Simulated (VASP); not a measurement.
# ZrC (P1) in VASP: single point with PBEsol

Aim: the single point of ZrC with PBEsol.

Everything below comes from runs of VASP 6.6.1. Logs are shortened: lines on timing, memory, paths and dates and some standing lists are left out, and cuts for length are marked.

### 1 The cell of the first run

The typed cell holds 2 atoms: a = 3.515 Å, b = 3.471 Å, c = 3.457 Å, α = 60.31°, β = 59.82°, γ = 59.89°.

### 2 Single point, PBEsol (atoms moved at random and the cell strained at random)

Contents of INCAR:

```
SYSTEM = ZrC
  PREC = Accurate
  ENCUT = 520
  EDIFF = 1E-6
  ISMEAR = 0
  SIGMA = 0.1
  LREAL = .FALSE.
  LASPH = .TRUE.
  NELM = 60
  ALGO = Normal
  ISIF = 2
  LWAVE = .FALSE.
  LCHARG = .FALSE.
  GGA = PS
  NBANDS = 15
```

Contents of KPOINTS:

```
regular mesh
0
G
  14 14 14
  0 0 0
```

Contents of POSCAR:

```
ZrC
1.0
   -0.0129966613      2.4845009994      2.4870392262
    2.4358281503      0.0016921512      2.4723504137
    2.4273908964      2.4613749330      0.0101294051
Zr C
1 1
Direct
    0.4926900149      0.5047272371      0.5077652635
    0.0073099851     -0.0047272371     -0.0077652635
```

Potentials or basis: VASP PAW PBE potentials, release 64 (Zr_sv, C).

Launch:

```bash
$ cat potpaw_PBE.64/Zr_sv/POTCAR potpaw_PBE.64/C/POTCAR > POTCAR
$ mpirun -np 1 vasp_std > vasp.out
```

OUTCAR:

```text
SYSTEM = ZrC
   PREC = Accurate
   ENCUT = 520
   EDIFF = 1E-6
   ISMEAR = 0
   LREAL = .FALSE.
   LASPH = .TRUE.
   NELM = 60
   ISIF = 2
   GGA = PS

 ion  position               nearest neighbor table
   1  0.493  0.505  0.508-   2 2.38   2 2.46   2 2.47   2 2.47   2 2.49   2 2.50
   2  0.007  0.995  0.992-   1 2.38   1 2.46   1 2.47   1 2.47   1 2.49   1 2.50

  LATTYP: Found a triclinic cell.
 ALAT       =     3.4707028408
 B/A-ratio  =     1.0027715987
 C/A-ratio  =     1.0128882968
 COS(alpha) =     0.0010172787
 COS(beta)  =     0.5017101093
 COS(gamma) =     0.5053216048

  Lattice vectors:

 A1 = (  -2.4358281503,  -0.0016921512,  -2.4723504137)
 A2 = (  -0.0084372539,   2.4596827818,  -2.4622210086)
 A3 = (   0.0129966613,  -2.4845009994,  -2.4870392262)

Analysis of symmetry for initial positions (statically):
=====================================================================
 Subroutine PRICEL returns:
 Original cell was already a primitive cell.

 Routine SETGRP: Setting up the symmetry group for a
 triclinic supercell.

 Subroutine GETGRP returns: Found  1 space group operations
 (whereof  1 operations were pure point group operations)
 out of a pool of  2 trial point group operations.

The static configuration has the point symmetry C_1 .

Analysis of symmetry for dynamics (positions and initial velocities):
=====================================================================
 Subroutine PRICEL returns:
 Original cell was already a primitive cell.

 Routine SETGRP: Setting up the symmetry group for a
 triclinic supercell.

 Subroutine GETGRP returns: Found  1 space group operations
 (whereof  1 operations were pure point group operations)
 out of a pool of  2 trial point group operations.

The dynamic configuration has the point symmetry C_1 .

 Subroutine INISYM returns: Found  1 space group operations
 (whereof  1 operations are pure point group operations),
 and found     1 'primitive' translations

----------------------------------------------------------------------------------------

                                     Primitive cell

  volume of cell :      29.8290

  direct lattice vectors                    reciprocal lattice vectors
    -0.012996661  2.484500999  2.487039226    -0.204008530  0.200365199  0.200857722
     2.435828150  0.001692151  2.472350414     0.204377476 -0.202392109  0.203253578
     2.427390896  2.461374933  0.010129405     0.205784804  0.204168383 -0.202884631

  length of vectors
     3.515434289  3.470702841  3.456977832     0.349441723  0.352199852  0.353828049

  position of ions in fractional coordinates (direct lattice)
     0.492690015  0.504727237  0.507765263
     0.007309985  0.995272763  0.992234737

  ion indices of the primitive-cell ions
   primitive index   ion index
                 1           1
                 2           2

----------------------------------------------------------------------------------------

 KPOINTS: regular mesh

Automatic generation of k-mesh.
 Grid dimensions read from file:
 generate k-points for:   14   14   14

 Generating k-lattice:

  Cartesian coordinates                     Fractional coordinates (reciprocal lattice)
    -0.014572038  0.014311800  0.014346980     0.071428571  0.000000000  0.000000000
     0.014598391 -0.014456579  0.014518113    -0.000000000  0.071428571 -0.000000000
     0.014698915  0.014583456 -0.014491759     0.000000000  0.000000000  0.071428571

  Length of vectors
     0.024960123  0.025157132  0.025273432

  Shift w.r.t. Gamma in fractional coordinates (k-lattice)
     0.000000000  0.000000000  0.000000000

 Subroutine IBZKPT returns following result:
 ===========================================

 Found   1376 irreducible k-points:

 Following reciprocal coordinates:
            Coordinates               Weight
  0.000000  0.000000  0.000000      1.000000
  0.071429  0.000000  0.000000      2.000000
  0.142857  0.000000  0.000000      2.000000
  0.214286  0.000000  0.000000      2.000000
  0.285714  0.000000  0.000000      2.000000
  0.357143  0.000000  0.000000      2.000000
[... 16 lines left out ...]
  0.000000  0.142857  0.000000      2.000000
  0.071429  0.142857  0.000000      2.000000
 [... further k-points ...]
   k-points           NKPTS =   1376   k-points in BZ     NKDIM =   1376   number of bands    NBANDS=     15
   number of dos      NEDOS =    301   number of ions     NIONS =      2
   total plane-waves  NPLWV =  21952
   dimension x,y,z NGX =    28 NGY =   28 NGZ =   28
   dimension x,y,z NGXF=    56 NGYF=   56 NGZF=   56
   ions per type =               1   1
   NGX,Y,Z   is equivalent  to a cutoff of  13.24, 13.41, 13.47 a.u.
   NGXF,Y,Z  is equivalent  to a cutoff of  26.48, 26.82, 26.93 a.u.
 SYSTEM =  ZrC
   PREC   = accura    normal or accurate (medium, high low for compatibility)
   ISTART =      0    job   : 0-new  1-cont  2-samecut
   ICHARG =      2    charge: 1-file 2-atom 10-const
   ISPIN  =      1    spin polarized calculation?
   LNONCOLLINEAR =      F non collinear calculations
   LSORBIT =      F    spin-orbit coupling
   LASPH  =      T    aspherical Exc in radial PAW
   ENCUT  =  520.0 eV  38.22 Ry    6.18 a.u.   6.54  6.45  6.43*2*pi/ulx,y,z
   NELM   =     60;   NELMIN=  2; NELMDL= -5     # of ELM steps
   EDIFF  = 0.1E-05   stopping-criterion for ELM
   LREAL  =      F    real-space projection
   EDIFFG = 0.1E-04   stopping-criterion for IOM
   NSW    =      0    number of steps for IOM
   IBRION =     -1    ionic relax: 0-MD 1-quasi-New 2-CG
   NFREE  =      0    steps in history (QN), initial steepest desc. (CG)
   ISIF   =      2    stress and relaxation
   ISYM   =      2    0-nonsym 1-usesym 2-fastsym
   POTIM  = 0.5000    time-step for ionic-motion
   TEBEG  =    0.0;   TEEND  =   0.0 temperature during run
   PSTRESS=    0.0 pullay stress
   NELECT =      16.0000    total number of electrons
   NUPDOWN=      -1.0000    fix difference up-down
   EMIN   =  10.00;   EMAX   =-10.00  energy-range for DOS
   EFERMI =   0.00;   METHOD = LEGACY
   ISMEAR =     0;   SIGMA  =   0.10  broadening in eV -4-tet -1-fermi 0-gaus
   EFERMI_NEDOS =   21; number of points for ismear=-14 and -15
   IALGO  =     38    algorithm
   IMIX   =      4    mixing-type and parameters
     AMIX     =   0.40;   BMIX     =  1.00
     AMIX_MAG =   1.60;   BMIX_MAG =  1.00
  volume/ion in A,a.u.               =      14.91       100.65
  Fermi-wavevector in a.u.,A,eV,Ry     =   1.330154  2.513627 24.072936  1.769311
  Thomas-Fermi vector in A             =   2.459263
   LORBIT       =      0    0 simple, 1 ext, 2 COOP (PROOUT), +10 PAW based schemes
   GGA     = PS    functional components
   LHFCALC =     F    Hartree Fock is set to
   AEXX    =    0.0000 exact exchange contribution
   IVDW    =     0    specifies the selected vdW correction
   LEPSILON=     F    determine dielectric tensor
   LRPA    =     F    only Hartree local field effects (RPA)
 non-spin polarized calculation
 Gauss-broadening in eV      SIGMA  =   0.10
  energy-cutoff  :      520.00
  volume of cell :       29.83
 maximum number of plane-waves:       827
 NGX is ok and might be reduce to    28
   NGX = 13   NGY = 13   NGZ = 13

 number of electron      16.0000000 magnetization

 Free energy of the ion-electron system (eV)
  ---------------------------------------------------
  ext. energy  EPLUGINS =         0.00000000
  ---------------------------------------------------
  free energy    TOTEN  =       -20.14726810 eV

  energy without entropy =      -20.14559393  energy(sigma->0) =      -20.14643101

 E-fermi :   7.9823     XC(G=0): -11.6091

 val. band max:        7.9814305305   @ k =   0.0000   0.3571   0.4286
 cond. band min:       7.9888019206   @ k =   0.4286   0.4286   0.0000
 fundamental gap:      0.0073713901
 Fermi energy:         7.9823258110

 k-point     1 :       0.0000    0.0000    0.0000
  band No.  band energies     occupation
      1     -40.5461      2.00000
      2     -18.3602      2.00000
      3     -18.3549      2.00000
      4     -18.3376      2.00000
      5      -2.7935      2.00000
      6       8.5481      0.00000
      7       8.6387      0.00000
      8       8.8195      0.00000
      9       9.0357      0.00000
     10       9.1672      0.00000
     11       9.2702      0.00000
     12      10.3226      0.00000
     13      10.5692      0.00000
     14      13.7762      0.00000
     15      18.0791      0.00000

 k-point     2 :       0.0714    0.0000    0.0000
  band No.  band energies     occupation
      1     -40.5436      2.00000
      2     -18.3832      2.00000
      3     -18.3577      2.00000
      4     -18.3429      2.00000
      5      -2.7011      2.00000
      6       7.9000      1.75547
      7       8.2248      0.00060
      8       8.3608      0.00000
      9       9.2003      0.00000
     10       9.2844      0.00000
     11       9.5247      0.00000
     12      10.9068      0.00000
     13      11.1084      0.00000
     14      14.0373      0.00000
     15      18.3276      0.00000

 k-point     3 :       0.1429    0.0000    0.0000
  band No.  band energies     occupation
      1     -40.5365      2.00000
      2     -18.4545      2.00000
      3     -18.3654      2.00000
      4     -18.3504      2.00000
      5      -2.4339      2.00000
      6       6.9309      2.00000
      7       7.4884      2.00000
      8       7.5729      2.00000
      9       9.4994      0.00000
     10       9.5433      0.00000
     11       9.8915      0.00000
     12      11.9658      0.00000
     13      12.1518      0.00000
     14      14.6781      0.00000
     15      18.9741      0.00000
[... 343 lines left out ...]
 k-point    23 :       0.0000    0.1429    0.0000
  band No.  band energies     occupation
      1     -40.5360      2.00000
      2     -18.4526      2.00000
      3     -18.3706      2.00000
      4     -18.3510      2.00000
      5      -2.4294      2.00000
      6       6.9829      2.00000
      7       7.4210      2.00000
      8       7.6084      2.00000
      9       9.4276      0.00000
     10       9.5233      0.00000
     11       9.8808      0.00000
     12      11.9832      0.00000
     13      12.1883      0.00000
     14      14.6992      0.00000
     15      19.0189      0.00000

 k-point    24 :       0.0714    0.1429    0.0000
  band No.  band energies     occupation
      1     -40.5368      2.00000
      2     -18.4350      2.00000
      3     -18.3734      2.00000
      4     -18.3565      2.00000
      5      -2.4706      2.00000
      6       6.8956      2.00000
      7       7.6427      2.00000
      8       7.9407      1.44361
      9       8.8801      0.00000
     10       9.8807      0.00000
     11      10.0962      0.00000
     12      11.2580      0.00000
     13      12.2541      0.00000
     14      14.7283      0.00000
     15      18.9762      0.00000

 [... further k-points ...]

------------------------ aborting loop because EDIFF is reached ----------------------------------------

  FORCE on cell =-STRESS in cart. coord.  units (eV):
  Direction    XX          YY          ZZ          XY          YZ          ZX
  --------------------------------------------------------------------------------------
  -------------------------------------------------------------------------------------
  Total       -4.5875117     -5.1277625     -5.1555022      0.2133932     -0.2426113      0.0576267
  in kB     -246.4049991   -275.4230182   -276.9129802     11.4618007    -13.0311661      3.0952512
  external PRESSURE =    -266.2469992 kB  Pullay stress =       0.0000000 kB

 VOLUME and BASIS-vectors are now :
 -----------------------------------------------------------------------------
  energy-cutoff  :      520.00
  volume of cell :       29.83
      direct lattice vectors                 reciprocal lattice vectors
    -0.012996661  2.484500999  2.487039226    -0.204008530  0.200365199  0.200857722
     2.435828150  0.001692151  2.472350414     0.204377476 -0.202392109  0.203253578
     2.427390896  2.461374933  0.010129405     0.205784804  0.204168383 -0.202884631

 POSITION                                       TOTAL-FORCE (eV/Angst)
 -----------------------------------------------------------------------------------
      2.45557      2.47474      2.47835        -0.231008     -0.000750      0.038477
      4.83276      2.46211      2.48889         0.231008      0.000750     -0.038477
 -----------------------------------------------------------------------------------
    total drift:                               -0.000044     -0.000006      0.000009

  FREE ENERGIE OF THE ION-ELECTRON SYSTEM (eV)
  ---------------------------------------------------
  free  energy   TOTEN  =       -20.1472680968 eV

  energy  without entropy=      -20.1455939280  energy(sigma->0) =      -20.14643101
```

Wall time 6.1 min (1 thread of AMD EPYC 9R45 (Zen 5), shared host); peak memory 0.65 GiB.

What came out:

- Free energy: -20.1473 eV
- Pressure: -26.6 GPa
- Largest force: 0.234 eV/Å
- Band gap on the k mesh: zero (bands 8 and 9 overlap by 1.21 eV)

Forces in eV/Å, atoms in the order of the input:
```
Zr  -0.231 -0.001  0.038
C    0.231  0.001 -0.038
```

Caveat: the cell differs from its parent crystal (atoms moved at random and the cell strained at random); the cell stands under tension; the PAW data sets were made with another functional, which shifts forces and pressure a little.
